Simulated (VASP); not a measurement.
# Be (P4_2/mnm) in VASP: notebook

Be is run at these levels: PBEsol; tasks: single point.

All numbers are computed with VASP 6.6.1; they aren't measurements. Logs are shortened: lines on timing, memory, paths and dates and some standing lists are left out, and cuts for length are marked.

**1. The cell of the first run**

The structure is tetragonal, space group P4_2/mnm (No. 136). Conventional cell: a = 3.591 Å, b = 3.591 Å, c = 2.186 Å, α = 90.00°, β = 90.00°, γ = 90.00°. Within 2.7 Å of Be (site symmetry m2m) lie 13 Be at 2.06 to 2.58 Å.

**2. Single point, PBEsol**

INCAR reads:

```
PREC = Accurate
ENCUT = 520
EDIFF = 1E-7
ISMEAR = 0
SIGMA = 0.1
LREAL = False
LASPH = True
NELM = 60
ALGO = Normal
ISIF = 2
LWAVE = False
LCHARG = True
GGA = PS
LELF = True
LVHAR = True
NBANDS = 12
```

KPOINTS reads:

```
regular mesh
0
Gamma
  6 6 10
```

POSCAR reads:

```
Be
1.0
    3.5905118001      0.0000000000      0.0000000000
    0.0000000000      3.5905118001      0.0000000000
    0.0000000000      0.0000000000      2.1861140583
Be
4
Direct
    0.2974080000      0.2974080000      0.0000000000
    0.7025920000      0.7025920000      0.0000000000
    0.2025920000      0.7974080000      0.5000000000
    0.7974080000      0.2025920000      0.5000000000
```

Potentials or basis: VASP PAW PBE potentials, release 64 (Be).

Command:

```sh
> cat potpaw_PBE.64/Be/POTCAR > POTCAR
> mpirun -np 1 vasp_std > vasp.out
```

OUTCAR:

```text
PREC = Accurate
   ENCUT = 520
   EDIFF = 1E-7
   ISMEAR = 0
   LREAL = False
   LASPH = True
   NELM = 60
   ISIF = 2
   GGA = PS

 ion  position               nearest neighbor table
   1  0.297  0.297  0.000-   2 2.06   3 2.13   4 2.13   3 2.13   4 2.13   3 2.13   3 2.13   4 2.13
                             4 2.13
   2  0.703  0.703  0.000-   1 2.06   3 2.13   4 2.13   3 2.13   4 2.13   4 2.13   4 2.13   3 2.13
                             3 2.13
   3  0.203  0.797  0.500-   4 2.06   2 2.13   1 2.13   1 2.13   2 2.13   1 2.13   1 2.13   2 2.13
                             2 2.13
   4  0.797  0.203  0.500-   3 2.06   2 2.13   1 2.13   1 2.13   2 2.13   2 2.13   2 2.13   1 2.13
                             1 2.13

  LATTYP: Found a simple tetragonal cell.
 ALAT       =     3.5905118001
 C/A-ratio  =     0.6088586196

  Lattice vectors:

 A1 = (   3.5905118001,   0.0000000000,   0.0000000000)
 A2 = (   0.0000000000,   3.5905118001,   0.0000000000)
 A3 = (   0.0000000000,   0.0000000000,   2.1861140583)

Analysis of symmetry for initial positions (statically):
=====================================================================
 Subroutine PRICEL returns:
 Original cell was already a primitive cell.

 Routine SETGRP: Setting up the symmetry group for a
 simple tetragonal supercell.

 Subroutine GETGRP returns: Found 16 space group operations
 (whereof  8 operations were pure point group operations)
 out of a pool of 16 trial point group operations.

The static configuration has the point symmetry D_2h.
 The point group associated with its full space group is D_4h.

Analysis of symmetry for dynamics (positions and initial velocities):
=====================================================================
 Subroutine PRICEL returns:
 Original cell was already a primitive cell.

 Routine SETGRP: Setting up the symmetry group for a
 simple tetragonal supercell.

 Subroutine GETGRP returns: Found 16 space group operations
 (whereof  8 operations were pure point group operations)
 out of a pool of 16 trial point group operations.

The dynamic configuration has the point symmetry D_2h.
 The point group associated with its full space group is D_4h.

 Subroutine INISYM returns: Found 16 space group operations
 (whereof  8 operations are pure point group operations),
 and found     1 'primitive' translations

----------------------------------------------------------------------------------------

                                     Primitive cell

[... 102 lines left out ...]
   POTIM  = 0.5000    time-step for ionic-motion
   TEBEG  =    0.0;   TEEND  =   0.0 temperature during run
   PSTRESS=    0.0 pullay stress
   NELECT =       8.0000    total number of electrons
   NUPDOWN=      -1.0000    fix difference up-down
   EMIN   =  10.00;   EMAX   =-10.00  energy-range for DOS
   EFERMI =   0.00;   METHOD = LEGACY
   ISMEAR =     0;   SIGMA  =   0.10  broadening in eV -4-tet -1-fermi 0-gaus
   EFERMI_NEDOS =   21; number of points for ismear=-14 and -15
   IALGO  =     38    algorithm
   IMIX   =      4    mixing-type and parameters
     AMIX     =   0.40;   BMIX     =  1.00
     AMIX_MAG =   1.60;   BMIX_MAG =  1.00
  volume/ion in A,a.u.               =       7.05        47.55
  Fermi-wavevector in a.u.,A,eV,Ry     =   1.075911  2.033177 15.749891  1.157584
  Thomas-Fermi vector in A             =   2.211781
   LORBIT       =      0    0 simple, 1 ext, 2 COOP (PROOUT), +10 PAW based schemes
   GGA     = PS    functional components
   LHFCALC =     F    Hartree Fock is set to
   AEXX    =    0.0000 exact exchange contribution
   IVDW    =     0    specifies the selected vdW correction
   LEPSILON=     F    determine dielectric tensor
   LRPA    =     F    only Hartree local field effects (RPA)
 non-spin polarized calculation
 Gauss-broadening in eV      SIGMA  =   0.10
  energy-cutoff  :      520.00
  volume of cell :       28.18
 maximum number of plane-waves:       776
 NGX is ok and might be reduce to    28
   NGX = 13   NGY = 13   NGZ =  9

 number of electron       8.0000000 magnetization

 Free energy of the ion-electron system (eV)
  ---------------------------------------------------
  ext. energy  EPLUGINS =         0.00000000
  ---------------------------------------------------
  free energy    TOTEN  =       -15.57372003 eV

  energy without entropy =      -15.57125332  energy(sigma->0) =      -15.57248668

 E-fermi :   7.7461     XC(G=0): -10.9908

 val. band max:        7.7181175222   @ k =   0.3333   0.0000   0.3000
 cond. band min:       7.7969823800   @ k =   0.1667   0.0000   0.4000
 fundamental gap:      0.0788648578
 Fermi energy:         7.7460775601

 k-point     1 :       0.0000    0.0000    0.0000
  band No.  band energies     occupation
      1      -3.9817      2.00000
      2       2.3912      2.00000
      3       2.9405      2.00000
      4       7.0002      2.00000
      5       7.0002      2.00000
      6      13.3034      0.00000
      7      13.3034      0.00000
      8      15.7665      0.00000
      9      17.9807      0.00000
     10      19.4922      0.00000
     11      25.6422      0.00000
     12      25.6422      0.00000
[... 331 lines left out ...]
 k-point    24 :       0.5000    0.0000    0.2000
  band No.  band energies     occupation
      1      -1.0281      2.00000
      2      -1.0281      2.00000
      3       6.0708      2.00000
      4       6.0708      2.00000
      5       9.3953      0.00000
      6       9.3953      0.00000
      7      16.0571      0.00000
      8      16.0571      0.00000
      9      18.3845      0.00000
     10      18.3845      0.00000
     11      23.4580      0.00000
     12      23.4580      0.00000

 [... further k-points ...]
[... 5 lines left out ...]
  --------------------------------------------------------------------------------------
  -------------------------------------------------------------------------------------
  Total        2.9886666      2.9886666      3.5630776      0.0000000      0.0000000      0.0000000
  in kB      169.9035735    169.9035735    202.5584340      0.0000000      0.0000000      0.0000000
  external PRESSURE =     180.7885270 kB  Pullay stress =       0.0000000 kB

 VOLUME and BASIS-vectors are now :
 -----------------------------------------------------------------------------
  energy-cutoff  :      520.00
  volume of cell :       28.18
      direct lattice vectors                 reciprocal lattice vectors
     3.590511800  0.000000000  0.000000000     0.278511827  0.000000000  0.000000000
     0.000000000  3.590511800  0.000000000     0.000000000  0.278511827  0.000000000
     0.000000000  0.000000000  2.186114058     0.000000000  0.000000000  0.457432674

 POSITION                                       TOTAL-FORCE (eV/Angst)
 -----------------------------------------------------------------------------------
      1.06785      1.06785      0.00000        -0.056309     -0.056309     -0.000000
      2.52266      2.52266      0.00000         0.056309      0.056309      0.000000
      0.72741      2.86310      1.09306         0.056309     -0.056309     -0.000000
      2.86310      0.72741      1.09306        -0.056309      0.056309      0.000000
 -----------------------------------------------------------------------------------
    total drift:                                0.000000      0.000000     -0.000000

  FREE ENERGIE OF THE ION-ELECTRON SYSTEM (eV)
  ---------------------------------------------------
  free  energy   TOTEN  =       -15.5737200339 eV

  energy  without entropy=      -15.5712533218  energy(sigma->0) =      -15.57248668
```

Wall time 10 s (1 thread of Intel Xeon 6975P-C, shared host); peak memory 0.14 GiB.

Results:

- Free energy: -15.5737 eV
- Pressure: 18.1 GPa
- Largest force: 0.080 eV/Å
- Band gap on the k mesh: zero (band 4 reaches 8.91 eV, above the bottom of band 5 at 7.00 eV)

Forces in eV/Å, atoms in the order of the input:
```
Be  -0.056 -0.056  0.000
Be   0.056  0.056  0.000
Be   0.056 -0.056  0.000
Be  -0.056  0.056  0.000
```

Caveat: the PAW data sets were made with another functional, which shifts forces and pressure a little.

**3. Single point, PBEsol**

This run uses another cell than the first one, of 7.37 Å³/atom, 1.045 times its volume.

INCAR reads:

```
  PREC = Accurate
  ENCUT = 520
  EDIFF = 1E-7
  ISMEAR = 0
  SIGMA = 0.1
  LREAL = False
  LASPH = True
  NELM = 60
  ALGO = Normal
  ISIF = 2
  LWAVE = False
  LCHARG = False
  GGA = PS
  NBANDS = 12
```

KPOINTS reads:

```
Automatic mesh
0
Gamma
  6 6 10
```

POSCAR reads:

```
Be
1.0
    3.6441094303      0.0000000000      0.0000000000
    0.0000000000      3.6441094303      0.0000000000
    0.0000000000      0.0000000000      2.2187474375
Be
4
Direct
    0.2974080000      0.2974080000      0.0000000000
    0.7025920000      0.7025920000      0.0000000000
    0.2025920000      0.7974080000      0.5000000000
    0.7974080000      0.2025920000      0.5000000000
```

Potentials or basis: VASP PAW PBE potentials, release 64 (Be).

Command:

```sh
> cat potpaw_PBE.64/Be/POTCAR > POTCAR
> mpirun -np 1 vasp_std > vasp.out
```

It took 9.3 s on 1 thread of Intel Xeon 6975P-C, shared host; peak memory 0.14 GiB.

It converged, with:

* Free energy: -15.6879 eV
* Pressure: 10.7 GPa
* Largest force: 0.053 eV/Å
* Band gap on the k mesh: zero (band 4 reaches 8.51 eV, above the bottom of band 5 at 6.56 eV)

Forces on the atoms (eV/Å):
```
Be  -0.038 -0.038  0.000
Be   0.038  0.038  0.000
Be   0.038 -0.038  0.000
Be  -0.038  0.038  0.000
```

Stress tensor (GPa, compression positive):
```
 9.72  0.00  0.00
 0.00  9.72  0.00
 0.00  0.00 12.62
```

Levels at points of the mesh, in eV from the Fermi level:
| k point | band 2 | band 3 | band 4 | band 5 | band 6 | band 7 |
| --- | --- | --- | --- | --- | --- | --- |
| (0.00, 0.00, 0.00) | -5.19 | -4.64 | -0.81 | -0.81 | 5.33 | 5.33 |
| (0.50, 0.00, 0.00) | -9.47 | -2.76 | -2.76 | 1.82 | 1.82 | 9.79 |
| (0.50, 0.50, 0.00) | -7.40 | -7.39 | -7.39 | 8.93 | 8.93 | 9.95 |
| (0.00, 0.00, 0.50) | -5.98 | 1.14 | 1.14 | 2.02 | 2.02 | 2.79 |
| (0.50, 0.00, 0.50) | -4.64 | -3.44 | -3.44 | 4.02 | 4.02 | 5.35 |
| (0.50, 0.50, 0.50) | -3.93 | -3.58 | -3.58 | 2.14 | 2.14 | 2.24 |

Caveat: the PAW data sets were made with another functional, which shifts forces and pressure a little.

**4. Single point, PBEsol**

This run uses another cell than the first one, of 7.69 Å³/atom, 1.091 times its volume.

INCAR reads:

```
SYSTEM = Be
PREC = Accurate ; ENCUT = 520
EDIFF = 1E-6 ; ISMEAR = 0
SIGMA = 0.1 ; LREAL = .False.
LASPH = .True. ; NELM = 100
ALGO = Normal ; ISIF = 2
LWAVE = .False. ; LCHARG = .False.
GGA = PS ; NBANDS = 12
```

KPOINTS reads:

```
Automatic mesh
0
Gamma
  6 6 10
  0 0 0
```

POSCAR reads:

```
Be
1.0
    3.6961751708      0.0000000000      0.0000000000
    0.0000000000      3.6961751708      0.0000000000
    0.0000000000      0.0000000000      2.2504481124
Be
4
Direct
    0.2974080000      0.2974080000      0.0000000000
    0.7025920000      0.7025920000      0.0000000000
    0.2025920000      0.7974080000      0.5000000000
    0.7974080000      0.2025920000      0.5000000000
```

Command:

```sh
> cat potpaw_PBE.64/Be/POTCAR > POTCAR
> mpirun -np 1 vasp_std > vasp.out
```

Run time: 7.2 s. Hardware: 1 thread of Intel Xeon 6975P-C, shared host; peak memory 0.14 GiB.

It converged, with:

- Free energy: -15.7479 eV
- Pressure: 4.5 GPa
- Largest force: 0.030 eV/Å
- Band gap on the k mesh: zero (band 4 reaches 8.14 eV, above the bottom of band 5 at 6.16 eV)

Forces on the atoms (eV/Å):
```
Be  -0.021 -0.021  0.000
Be   0.021  0.021  0.000
Be   0.021 -0.021  0.000
Be  -0.021  0.021  0.000
```

Stress tensor (GPa, compression positive):
```
3.64 0.00 0.00
0.00 3.64 0.00
0.00 0.00 6.24
```

Levels at points of the mesh, in eV from the Fermi level:
```tsv
k point	band 1	band 2	band 3	band 4	band 5	band 6	band 7	band 8	band 9
(0.00, 0.00, 0.00)	-11.28	-5.04	-4.48	-0.87	-0.87	5.11	5.11	7.64	9.58
(0.50, 0.00, 0.00)	-9.28	-9.28	-2.67	-2.67	1.69	1.69	9.44	9.44	12.00
(0.50, 0.50, 0.00)	-7.25	-7.25	-7.24	-7.24	8.66	8.66	9.65	9.65	12.60
(0.00, 0.00, 0.50)	-5.85	-5.85	1.11	1.11	1.96	1.96	2.73	2.73	7.89
(0.50, 0.00, 0.50)	-4.51	-4.51	-3.37	-3.37	3.91	3.91	5.21	5.21	7.49
(0.50, 0.50, 0.50)	-3.81	-3.81	-3.46	-3.46	2.00	2.00	2.06	2.06	12.84
```

Caveat: the PAW data sets were made with another functional, which shifts forces and pressure a little.

**5. Single point, PBEsol**

This run uses another cell than the first one, of 8.01 Å³/atom, 1.136 times its volume.

INCAR reads:

```
  PREC = Accurate
  ENCUT = 520
  EDIFF = 1E-6
  ISMEAR = 0
  SIGMA = 0.1
  LREAL = F
  LASPH = T
  NELM = 100
  ALGO = Normal
  ISIF = 2
  LWAVE = F
  LCHARG = F
  GGA = PS
  NBANDS = 12
```

KPOINTS reads:

```
Automatic mesh
0
Gamma
  6 6 10
```

POSCAR reads:

```
Be
1.0
    3.7468140000      0.0000000000      0.0000000000
    0.0000000000      3.7468140000      0.0000000000
    0.0000000000      0.0000000000      2.2812800000
Be
4
Direct
    0.2974080000      0.2974080000      0.0000000000
    0.7025920000      0.7025920000      0.0000000000
    0.2025920000      0.7974080000      0.5000000000
    0.7974080000      0.2025920000      0.5000000000
```

Command:

```sh
> cat potpaw_PBE.64/Be/POTCAR > POTCAR
> mpirun -np 1 vasp_std > vasp.out
```

Wall time 9.6 s (1 thread of Intel Xeon 6975P-C, shared host); peak memory 0.14 GiB.

It converged, with:

```
Free energy            : -15.7626 eV
Pressure               : -0.7 GPa
Largest force          : 0.010 eV/Å
Band gap on the k mesh : zero (band 4 reaches 7.80 eV, above the bottom of band 5 at 5.78 eV)
```

Forces in eV/Å, atoms in the order of the input:
```
Be  -0.007 -0.007  0.000
Be   0.007  0.007  0.000
Be   0.007 -0.007  0.000
Be  -0.007  0.007  0.000
```

Stress tensor (GPa, compression positive):
```
-1.46  0.00  0.00
 0.00 -1.46  0.00
 0.00  0.00  0.87
```

Levels at points of the mesh, in eV from the Fermi level:
| k point | band 1 | band 2 | band 3 | band 4 | band 5 | band 6 | band 7 | band 8 |
| --- | --- | --- | --- | --- | --- | --- | --- | --- |
| (0.00, 0.00, 0.00) | -11.07 | -4.89 | -4.33 | -0.93 | -0.93 | 4.92 | 4.92 | 7.47 |
| (0.50, 0.00, 0.00) | -9.10 | -9.10 | -2.58 | -2.58 | 1.58 | 1.58 | 9.12 | 9.12 |
| (0.50, 0.50, 0.00) | -7.11 | -7.11 | -7.09 | -7.09 | 8.40 | 8.40 | 9.37 | 9.37 |
| (0.00, 0.00, 0.50) | -5.73 | -5.73 | 1.09 | 1.09 | 1.90 | 1.90 | 2.68 | 2.68 |
| (0.50, 0.00, 0.50) | -4.39 | -4.39 | -3.32 | -3.32 | 3.80 | 3.80 | 5.09 | 5.09 |
| (0.50, 0.50, 0.50) | -3.69 | -3.69 | -3.35 | -3.35 | 1.86 | 1.86 | 1.89 | 1.89 |

Caveat: the PAW data sets were made with another functional, which shifts forces and pressure a little.

**6. The runs side by side**

| cell | gap on the mesh (eV) | pressure (GPa) | largest force (eV/Å) |
| --- | --- | --- | --- |
| a = 3.591, b = 3.591, c = 2.186 Å, 4 atoms | none | 18.1 | 0.08 |
| a = 3.644, b = 3.644, c = 2.219 Å, 4 atoms | none | 10.7 | 0.05 |
| a = 3.696, b = 3.696, c = 2.250 Å, 4 atoms | none | 4.5 | 0.03 |
| a = 3.747, b = 3.747, c = 2.281 Å, 4 atoms | none | -0.7 | 0.01 |

Alike in all rows: task single point; level PBEsol; potentials or basis VASP PAW PBE potentials, release 64 (Be); no spin polarisation; k mesh 6 × 6 × 10; cutoff (eV) 520; smearing gaussian 0.1 eV.

Caveats: the PAW data sets were made with another functional, which shifts forces and pressure a little.

Absolute energies hang on the potentials; compare differences alone.
